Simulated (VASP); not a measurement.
Wanted: the native input for a VASP 6.6.1 run.

- Task: single point
- Functional: PBE
- Dispersion: D3(BJ)
- Potentials or basis: VASP PAW PBE potentials, release 64 (Al, O)
- Cutoff: 520 eV
- k mesh: 9 × 9 × 4
- Occupations: gaussian, width 0.05 eV
- Spin: no spin polarisation
- Dipole correction: no
- Further INCAR settings: ALGO = Normal; EDIFF = 1e-06; NBANDS = 20

The structure of Al2O3 lies in POSCAR:

```
Al2O3
1.0
    2.8385000000      0.0000000000      0.0000000000
   -1.4192500000      2.4582131086      0.0000000000
    0.0000000000      0.0000000000      7.9529000000
Al O
2 3
Direct
    0.0000000000      0.0000000000      0.1907358529
    0.0000000000      0.0000000000      0.8092641471
    0.3333333333      0.6666666667      0.2840924954
    0.6666666667      0.3333333333      0.0000000000
    0.3333333333      0.6666666667      0.7159075046
```

These files were run (other wordings do the same):

INCAR

```
SYSTEM = Al2O3
PREC     = Accurate       ! precision mode
ENCUT    = 520            ! plane-wave cutoff, eV
EDIFF    = 1E-6           ! SCF threshold, eV
ISMEAR   = 0              ! smearing method
SIGMA    = 0.05           ! smearing width, eV
LREAL    = .FALSE.        ! projectors in reciprocal space
LASPH    = .TRUE.         ! aspherical terms in the spheres
NELM     = 80             ! most SCF steps
ALGO     = Normal         ! electronic algorithm
ISIF     = 2              ! what is computed and relaxed
LWAVE    = .FALSE.        ! write WAVECAR
LCHARG   = .TRUE.         ! write CHGCAR
GGA      = PE             ! functional
IVDW     = 12             ! dispersion correction
LELF     = .TRUE.         ! ELF
LVHAR    = .TRUE.       
NBANDS   = 20             ! bands
```

KPOINTS

```
regular mesh
0
G
  9 9 4
  0 0 0
```

Potentials or basis: VASP PAW PBE potentials, release 64 (Al, O).

Run with:

```sh
$ cat potpaw_PBE.64/Al/POTCAR potpaw_PBE.64/O/POTCAR > POTCAR
$ mpirun -np 1 vasp_std > vasp.out
```

Results of the run:

- Pressure: -5.3 GPa
- Largest force: 0.922 eV/Å
- Band gap on the k mesh: 4.45 eV, indirect (the least direct gap lies 0.7 meV higher)
- Dispersion energy per atom: -0.182 eV

It took 16 s on 1 thread of Intel(R) Xeon(R) 6975P-C (Granite Rapids), on a shared host, peak memory 0.19 GiB.
